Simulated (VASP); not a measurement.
Write the native input for VASP 6.6.1 that does the following.

| Property | Result |
| --- | --- |
| Task | single point |
| Functional | r2SCAN |
| Potentials or basis | VASP PAW PBE potentials, release 64 (Mg, Si) |
| Cutoff | 520 eV |
| k mesh | 16 × 16 × 12 |
| Occupations | gaussian, width 0.15 eV |
| Spin | no spin polarisation |
| Dipole correction | no |
| Further INCAR settings | ALGO = Normal; EDIFF = 1e-06; NBANDS = 10 |

The system is MgSi.

```
Mg Si
1.0
     2.82114    0.00000    0.00000
     0.00000    2.82114    0.00000
     0.00000    0.00000    3.98032
Mg Si
1 1
Cartesian
  0.0000 0.0000 0.0000
  1.4106 1.4106 1.9902
```

This cell differs from its parent crystal: strain -0.030 along x and y, -0.030 along z.

The input as run:

POSCAR

```
MgSi
1.0
    2.8211421800      0.0000000000      0.0000000000
    0.0000000000      2.8211421800      0.0000000000
    0.0000000000      0.0000000000      3.9803241900
Mg Si
1 1
Direct
    0.0000000000      0.0000000000      0.0000000000
    0.5000000000      0.5000000000      0.5000000000
```

INCAR.step1

```
SYSTEM = MgSi
  ALGO = Normal
  EDIFF = 1E-4
  ENCUT = 520
  GGA = PE
  ISMEAR = 0
  LASPH = .True.
  LCHARG = .False.
  LREAL = .False.
  LWAVE = .True.
  NBANDS = 10
  NELM = 100
  PREC = Accurate
  SIGMA = 0.15
```

INCAR.step2

```
SYSTEM = MgSi
  ALGO = Normal
  EDIFF = 1E-6
  ENCUT = 520
  ISIF = 2
  ISMEAR = 0
  ISTART = 1
  LASPH = .True.
  LCHARG = .False.
  LMIXTAU = .True.
  LREAL = .False.
  LWAVE = .False.
  METAGGA = R2SCAN
  NBANDS = 10
  NELM = 100
  PREC = Accurate
  SIGMA = 0.15
```

KPOINTS

```
k-points
0
Gamma
  16 16 12
  0 0 0
```

Potentials or basis: VASP PAW PBE potentials, release 64 (Mg, Si).

The run is started by

```bash
$ cat potpaw_PBE.64/Mg/POTCAR potpaw_PBE.64/Si/POTCAR > POTCAR
$ cp INCAR.step1 INCAR
$ mpirun -np 1 vasp_std > vasp.out
$ cp INCAR.step2 INCAR
$ mpirun -np 1 vasp_std > vasp.out
```

It gave:

* Pressure: 5.2 GPa
* Band gap on the k mesh: zero (bands 3 and 4 overlap by 7.19 eV)

Caveat: the cell differs from its parent crystal (strain -0.030 along x and y, -0.030 along z); the cell stands under pressure; the PAW data sets were made with another functional, which shifts forces and pressure a little.

Run time: 76 s on 1 thread of Intel(R) Xeon(R) 6975P-C (Granite Rapids) (shared host), peak memory 0.24 GiB.
